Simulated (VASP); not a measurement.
# Re (P6_3/mmc) in VASP: a series of runs

The runs below take Re through single point, with PBEsol.

All numbers are computed with VASP 6.6.1; they aren't measurements. Logs are shortened: lines on timing, memory, paths and dates and some standing lists are left out, and cuts for length are marked.

**1. The cell of the first run**

The structure is hexagonal, space group P6_3/mmc (No. 194). The conventional cell has a = 2.646 Å, b = 2.646 Å, c = 4.272 Å, α = 90.00°, β = 90.00°, γ = 120.00°. Re (site symmetry -6m2) has 12 Re at 2.63 to 2.65 Å within 3.5 Å.

**2. Single point, PBEsol**

The input, INCAR:

```
  ALGO = Normal
  EDIFF = 1E-6
  ENCUT = 520
  GGA = PS
  ISIF = 2
  ISMEAR = -1
  LASPH = T
  LCHARG = F
  LREAL = F
  LWAVE = F
  NBANDS = 14
  NELM = 80
  PREC = Accurate
  SIGMA = 0.02
```

The input, KPOINTS:

```
k-points
0
Gamma
  12 12 7
```

The input, POSCAR:

```
Re
1.0
    2.6456303883      0.0000000000      0.0000000000
   -1.3228151941      2.2911831878      0.0000000000
    0.0000000000      0.0000000000      4.2722216014
Re
2
Direct
    0.3333333333      0.6666666667      0.2500000000
    0.6666666667      0.3333333333      0.7500000000
```

Potentials or basis: VASP PAW PBE potentials, release 64 (Re).

On the command line:

```sh
$ cat potpaw_PBE.64/Re/POTCAR > POTCAR
$ mpirun -np 1 vasp_std > vasp.out
```

OUTCAR:

```text
EDIFF = 1E-6
   ENCUT = 520
   GGA = PS
   ISIF = 2
   ISMEAR = -1
   LASPH = T
   LREAL = F
   NELM = 80
   PREC = Accurate

 ion  position               nearest neighbor table
   1  0.333  0.667  0.250-   2 2.63   2 2.63   2 2.63   2 2.63   2 2.63   2 2.63
   2  0.667  0.333  0.750-   1 2.63   1 2.63   1 2.63   1 2.63   1 2.63   1 2.63

  LATTYP: Found a hexagonal cell.
 ALAT       =     2.6456303883
 C/A-ratio  =     1.6148217908

  Lattice vectors:

 A1 = (   2.6456303883,   0.0000000000,   0.0000000000)
 A2 = (  -1.3228151941,   2.2911831878,   0.0000000000)
 A3 = (   0.0000000000,   0.0000000000,   4.2722216014)

Analysis of symmetry for initial positions (statically):
=====================================================================
 Subroutine PRICEL returns:
 Original cell was already a primitive cell.

 Routine SETGRP: Setting up the symmetry group for a
 hexagonal supercell.

 Subroutine GETGRP returns: Found 24 space group operations
 (whereof 12 operations were pure point group operations)
 out of a pool of 24 trial point group operations.

The static configuration has the point symmetry D_3d.
 The point group associated with its full space group is D_6h.

Analysis of symmetry for dynamics (positions and initial velocities):
=====================================================================
 Subroutine PRICEL returns:
 Original cell was already a primitive cell.

 Routine SETGRP: Setting up the symmetry group for a
 hexagonal supercell.

 Subroutine GETGRP returns: Found 24 space group operations
 (whereof 12 operations were pure point group operations)
 out of a pool of 24 trial point group operations.

The dynamic configuration has the point symmetry D_3d.
 The point group associated with its full space group is D_6h.

 Subroutine INISYM returns: Found 24 space group operations
 (whereof 12 operations are pure point group operations),
 and found     1 'primitive' translations

----------------------------------------------------------------------------------------

                                     Primitive cell

  volume of cell :      25.8966

  direct lattice vectors                    reciprocal lattice vectors
     2.645630388  0.000000000  0.000000000     0.377981748  0.218227858  0.000000000
    -1.322815194  2.291183188  0.000000000     0.000000000  0.436455717  0.000000000
     0.000000000  0.000000000  4.272221601     0.000000000  0.000000000  0.234070255

  length of vectors
     2.645630388  2.645630442  4.272221601     0.436455725  0.436455717  0.234070255

  position of ions in fractional coordinates (direct lattice)
     0.333333333  0.666666667  0.250000000
     0.666666667  0.333333333  0.750000000

  ion indices of the primitive-cell ions
   primitive index   ion index
                 1           1
                 2           2

----------------------------------------------------------------------------------------

 KPOINTS: k-points

Automatic generation of k-mesh.
 Grid dimensions read from file:
 generate k-points for:   12   12    7

 Generating k-lattice:

  Cartesian coordinates                     Fractional coordinates (reciprocal lattice)
     0.031498479  0.018185655  0.000000000     0.083333333  0.000000000  0.000000000
     0.000000000  0.036371310  0.000000000     0.000000000  0.083333333  0.000000000
     0.000000000  0.000000000  0.033438608     0.000000000  0.000000000  0.142857143

  Length of vectors
     0.036371310  0.036371310  0.033438608

  Shift w.r.t. Gamma in fractional coordinates (k-lattice)
     0.000000000  0.000000000  0.000000000

 Subroutine IBZKPT returns following result:
 ===========================================

 Found     76 irreducible k-points:

 Following reciprocal coordinates:
            Coordinates               Weight
  0.000000  0.000000  0.000000      1.000000
  0.083333 -0.000000  0.000000      6.000000
  0.166667  0.000000  0.000000      6.000000
  0.250000  0.000000  0.000000      6.000000
  0.333333  0.000000  0.000000      6.000000
  0.416667  0.000000  0.000000      6.000000
[... 16 lines left out ...]
  0.250000  0.000000  0.142857     12.000000
  0.333333  0.000000  0.142857     12.000000
 [... further k-points ...]
   k-points           NKPTS =     76   k-points in BZ     NKDIM =     76   number of bands    NBANDS=     14
   number of dos      NEDOS =    301   number of ions     NIONS =      2
   total plane-waves  NPLWV =  12800
   dimension x,y,z NGX =    20 NGY =   20 NGZ =   32
   dimension x,y,z NGXF=    40 NGYF=   40 NGZF=   64
   ions per type =               2
   NGX,Y,Z   is equivalent  to a cutoff of  12.57, 12.57, 12.45 a.u.
   NGXF,Y,Z  is equivalent  to a cutoff of  25.14, 25.14, 24.90 a.u.
 SYSTEM =  unknown system
   PREC   = accura    normal or accurate (medium, high low for compatibility)
   ISTART =      0    job   : 0-new  1-cont  2-samecut
   ICHARG =      2    charge: 1-file 2-atom 10-const
   ISPIN  =      1    spin polarized calculation?
   LNONCOLLINEAR =      F non collinear calculations
   LSORBIT =      F    spin-orbit coupling
   LASPH  =      T    aspherical Exc in radial PAW
   ENCUT  =  520.0 eV  38.22 Ry    6.18 a.u.   4.92  4.92  7.94*2*pi/ulx,y,z
   NELM   =     80;   NELMIN=  2; NELMDL= -5     # of ELM steps
   EDIFF  = 0.1E-05   stopping-criterion for ELM
   LREAL  =      F    real-space projection
   EDIFFG = 0.1E-04   stopping-criterion for IOM
   NSW    =      0    number of steps for IOM
   IBRION =     -1    ionic relax: 0-MD 1-quasi-New 2-CG
   NFREE  =      0    steps in history (QN), initial steepest desc. (CG)
   ISIF   =      2    stress and relaxation
   ISYM   =      2    0-nonsym 1-usesym 2-fastsym
   POTIM  = 0.5000    time-step for ionic-motion
   TEBEG  =    0.0;   TEEND  =   0.0 temperature during run
   PSTRESS=    0.0 pullay stress
   NELECT =      14.0000    total number of electrons
   NUPDOWN=      -1.0000    fix difference up-down
   EMIN   =  10.00;   EMAX   =-10.00  energy-range for DOS
   EFERMI =   0.00;   METHOD = LEGACY
   ISMEAR =    -1;   SIGMA  =   0.02  broadening in eV -4-tet -1-fermi 0-gaus
   EFERMI_NEDOS =   21; number of points for ismear=-14 and -15
   IALGO  =     38    algorithm
   IMIX   =      4    mixing-type and parameters
     AMIX     =   0.40;   BMIX     =  1.00
     AMIX_MAG =   1.60;   BMIX_MAG =  1.00
  volume/ion in A,a.u.               =      12.95        87.38
  Fermi-wavevector in a.u.,A,eV,Ry     =   1.333634  2.520202 24.199038  1.778579
  Thomas-Fermi vector in A             =   2.462477
   LORBIT       =      0    0 simple, 1 ext, 2 COOP (PROOUT), +10 PAW based schemes
   GGA     = PS    functional components
   LHFCALC =     F    Hartree Fock is set to
   AEXX    =    0.0000 exact exchange contribution
   IVDW    =     0    specifies the selected vdW correction
   LEPSILON=     F    determine dielectric tensor
   LRPA    =     F    only Hartree local field effects (RPA)
 non-spin polarized calculation
  energy-cutoff  :      520.00
  volume of cell :       25.90
 maximum number of plane-waves:       712
 NGX is ok and might be reduce to    20
   NGX =  9   NGY =  9   NGZ = 15

 number of electron      13.9999999 magnetization

 Free energy of the ion-electron system (eV)
  ---------------------------------------------------
  ext. energy  EPLUGINS =         0.00000000
  ---------------------------------------------------
  free energy    TOTEN  =       -26.18623068 eV

  energy without entropy =      -26.18472999  energy(sigma->0) =      -26.18548033

 E-fermi :   9.4265     XC(G=0): -14.5273

 val. band max:        9.3967221035   @ k =   0.0833   0.0833   0.0000
 cond. band min:       9.4437850572   @ k =   0.4167   0.0000   0.4286
 fundamental gap:      0.0470629536
 Fermi energy:         9.4265108123

 k-point     1 :       0.0000    0.0000    0.0000
  band No.  band energies     occupation
      1      -1.3961      2.00000
      2       1.7359      2.00000
      3       7.4113      2.00000
      4       7.4113      2.00000
      5       7.4329      2.00000
      6       8.4431      2.00000
      7       8.4431      2.00000
      8       9.5590      0.00264
      9       9.5590      0.00264
     10      10.3648      0.00000
     11      13.3716      0.00000
     12      13.3716      0.00000
     13      21.1599      0.00000
     14      23.6927      0.00000

 k-point     2 :       0.0833   -0.0000    0.0000
  band No.  band energies     occupation
      1      -1.0652      2.00000
      2       2.0459      2.00000
      3       6.7255      2.00000
      4       7.7219      2.00000
      5       7.9909      2.00000
      6       8.2232      2.00000
      7       8.7391      2.00000
      8       8.8481      2.00000
      9       9.2920      1.99760
     10       9.6754      0.00001
     11      13.5650      0.00000
     12      14.7605      0.00000
     13      21.2015      0.00000
     14      24.4556      0.00000

 k-point     3 :       0.1667    0.0000    0.0000
  band No.  band energies     occupation
      1      -0.1530      2.00000
      2       2.7998      2.00000
      3       5.9794      2.00000
      4       7.0630      2.00000
      5       7.5947      2.00000
      6       8.6298      2.00000
      7       8.6843      2.00000
      8       8.8505      2.00000
      9       9.1724      1.99999
     10       9.5984      0.00037
     11      13.9625      0.00000
     12      17.0877      0.00000
     13      21.0723      0.00000
     14      26.3651      0.00000

 k-point     4 :       0.2500    0.0000    0.0000
  band No.  band energies     occupation
      1       1.0712      2.00000
      2       3.2454      2.00000
      3       5.4223      2.00000
      4       5.8312      2.00000
      5       7.2423      2.00000
      6       8.0199      2.00000
      7       8.6561      2.00000
      8      10.0548      0.00000
      9      10.0668      0.00000
     10      10.9274      0.00000
     11      14.3216      0.00000
     12      19.4588      0.00000
     13      20.5995      0.00000
     14      26.0666      0.00000

 k-point     5 :       0.3333    0.0000    0.0000
  band No.  band energies     occupation
      1       2.0897      2.00000
      2       2.9249      2.00000
      3       4.1650      2.00000
      4       6.3678      2.00000
      5       7.4657      2.00000
      6       7.7510      2.00000
      7       8.2098      2.00000
      8      11.8184      0.00000
      9      11.8636      0.00000
     10      12.5366      0.00000
     11      14.5544      0.00000
[... 276 lines left out ...]
 k-point    22 :       0.1667    0.0000    0.1429
  band No.  band energies     occupation
      1       0.0890      2.00000
      2       2.8814      2.00000
      3       6.0474      2.00000
      4       6.4995      2.00000
      5       7.4051      2.00000
      6       8.1687      2.00000
      7       8.5594      2.00000
      8       9.1832      1.99999
      9       9.6617      0.00002
     10       9.8442      0.00000
     11      13.8849      0.00000
     12      16.2406      0.00000
     13      22.1417      0.00000
     14      25.8258      0.00000

 k-point    23 :       0.2500    0.0000    0.1429
  band No.  band energies     occupation
      1       1.2144      2.00000
      2       3.3656      2.00000
      3       5.2222      2.00000
      4       5.9030      2.00000
      5       6.9184      2.00000
      6       8.1000      2.00000
      7       8.5962      2.00000
      8      10.1975      0.00000
      9      10.4131      0.00000
     10      10.7793      0.00000
     11      14.1558      0.00000
     12      17.8883      0.00000
     13      21.8310      0.00000
     14      26.3013      0.00000

 k-point    24 :       0.3333    0.0000    0.1429
  band No.  band energies     occupation
      1       1.9874      2.00000
      2       3.0324      2.00000
      3       4.4258      2.00000
      4       5.8630      2.00000
      5       7.5960      2.00000
      6       7.6613      2.00000
      7       8.6857      2.00000
      8      11.8684      0.00000
      9      11.8953      0.00000
     10      12.2660      0.00000
     11      14.3504      0.00000
     12      18.8306      0.00000
     13      21.5383      0.00000
     14      24.8465      0.00000

 [... further k-points ...]
[... 5 lines left out ...]
  --------------------------------------------------------------------------------------
  -------------------------------------------------------------------------------------
  Total        9.8396943      9.8396948      9.9436497      0.0000000      0.0000000      0.0000000
  in kB      608.7646586    608.7646918    615.1961965      0.0000000      0.0000000      0.0000000
  external PRESSURE =     610.9085156 kB  Pullay stress =       0.0000000 kB

 VOLUME and BASIS-vectors are now :
 -----------------------------------------------------------------------------
  energy-cutoff  :      520.00
  volume of cell :       25.90
      direct lattice vectors                 reciprocal lattice vectors
     2.645630388  0.000000000  0.000000000     0.377981748  0.218227858  0.000000000
    -1.322815194  2.291183188  0.000000000     0.000000000  0.436455717  0.000000000
     0.000000000  0.000000000  4.272221601     0.000000000  0.000000000  0.234070255

 POSITION                                       TOTAL-FORCE (eV/Angst)
 -----------------------------------------------------------------------------------
     -0.00000      1.52746      1.06806         0.000000     -0.000000      0.000000
      1.32282      0.76373      3.20417        -0.000000      0.000000      0.000000
 -----------------------------------------------------------------------------------
    total drift:                                0.000000     -0.000000     -0.000000

  FREE ENERGIE OF THE ION-ELECTRON SYSTEM (eV)
  ---------------------------------------------------
  free  energy   TOTEN  =       -26.1862306803 eV

  energy  without entropy=      -26.1847299861  energy(sigma->0) =      -26.18548033
```

Run time: 17 s. Hardware: 1 thread of Intel Xeon 6975P-C, shared host; peak memory 0.15 GiB.

Results:

| Property | Result |
| --- | --- |
| Free energy | -26.1862 eV |
| Pressure | 61.1 GPa |
| Band gap on the k mesh | zero (band 7 reaches 11.22 eV, above the bottom of band 8 at 7.42 eV) |

Stress tensor (GPa, compression positive):
```
60.88  0.00  0.00
 0.00 60.88  0.00
 0.00  0.00 61.52
```

Caveat: the PAW data sets were made with another functional, which shifts forces and pressure a little; spin-orbit coupling is left out, which moves the levels of the heavy elements.

**3. Single point, PBEsol**

This run uses another cell than the first one, of 13.54 Å³/atom, 1.045 times its volume.

The input, INCAR:

```
ALGO = Normal
EDIFF = 1E-6
ENCUT = 520
GGA = PS
ISIF = 2
ISMEAR = -1
LASPH = T
LCHARG = T
LELF = T
LREAL = F
LVHAR = T
LWAVE = F
NBANDS = 14
NELM = 100
PREC = Accurate
SIGMA = 0.02
```

KPOINTS is that of step 2.

The input, POSCAR:

```
Re
1.0
    2.6851232314      0.0000000000      0.0000000000
   -1.3425616157      2.3253849941      0.0000000000
    0.0000000000      0.0000000000      4.3359955050
Re
2
Direct
    0.3333333333      0.6666666667      0.2500000000
    0.6666666667      0.3333333333      0.7500000000
```

Potentials or basis: VASP PAW PBE potentials, release 64 (Re).

On the command line:

```sh
$ cat potpaw_PBE.64/Re/POTCAR > POTCAR
$ mpirun -np 1 vasp_std > vasp.out
```

Run time: 15 s. Hardware: 1 thread of Intel Xeon 6975P-C, shared host; peak memory 0.15 GiB.

Results (log left out):

```
Free energy            : -26.5341 eV
Pressure               : 34.4 GPa
Band gap on the k mesh : zero (band 7 reaches 10.43 eV, above the bottom of band 8 at 6.96 eV)
```

Stress tensor (GPa, compression positive):
```
34.21  0.00  0.00
 0.00 34.21  0.00
 0.00  0.00 34.70
```

Levels at points of the mesh, in eV from the Fermi level:
```
           k point  band 3  band 4  band 5  band 6  band 7  band 8  band 9  band 10  band 11  band 12
(0.00, 0.00, 0.00)   -1.86   -1.86   -1.84   -0.90   -0.90    0.15    0.15     0.80     3.74     3.74
(0.50, 0.00, 0.00)   -5.93   -2.26   -1.78   -1.53   -0.68    4.48    4.95     5.10     6.83     7.86
```

Caveat: the PAW data sets were made with another functional, which shifts forces and pressure a little; spin-orbit coupling is left out, which moves the levels of the heavy elements.

**4. Single point, PBEsol**

This run uses another cell than the first one, of 14.13 Å³/atom, 1.091 times its volume.

The input, INCAR:

```
SYSTEM = Re
ALGO = Normal
EDIFF = 1E-6
ENCUT = 520
GGA = PS
ISIF = 2
ISMEAR = -1
LASPH = .TRUE.
LCHARG = .TRUE.
LELF = .TRUE.
LREAL = .FALSE.
LVHAR = .TRUE.
LWAVE = .FALSE.
NBANDS = 14
NELM = 60
PREC = Accurate
SIGMA = 0.02
```

The input, KPOINTS:

```
k-points
0
G
  12 12 7
  0 0 0
```

The input, POSCAR:

```
Re
1.0
    2.7234873179      0.0000000000      0.0000000000
   -1.3617436590      2.3586092686      0.0000000000
    0.0000000000      0.0000000000      4.3979466679
Re
2
Direct
    0.3333333333      0.6666666667      0.2500000000
    0.6666666667      0.3333333333      0.7500000000
```

On the command line:

```sh
$ cat potpaw_PBE.64/Re/POTCAR > POTCAR
$ mpirun -np 1 vasp_std > vasp.out
```

Run time: 17 s. Hardware: 1 thread of Intel Xeon 6975P-C, shared host; peak memory 0.15 GiB.

The run converged. Its results:

```yaml
Free_energy: -26.7058 eV
Pressure: 12.9 GPa
Band_gap_on_the_k_mesh: zero (band 7 reaches 9.72 eV, above the bottom of band 8 at 6.53 eV)
```

Stress tensor (GPa, compression positive):
```
12.72  0.00  0.00
 0.00 12.72  0.00
 0.00  0.00 13.33
```

Levels at points of the mesh, in eV from the Fermi level:
```
           k point  band 4  band 5  band 6  band 7  band 8  band 9  band 10  band 11
(0.00, 0.00, 0.00)   -1.72   -1.71   -0.83   -0.83    0.16    0.16     0.68     3.54
(0.50, 0.00, 0.00)   -2.10   -1.78   -1.46   -0.65    4.20    4.64     4.78     6.42
```

Caveat: the PAW data sets were made with another functional, which shifts forces and pressure a little; spin-orbit coupling is left out, which moves the levels of the heavy elements.

(Continued in part 2 of 2.)
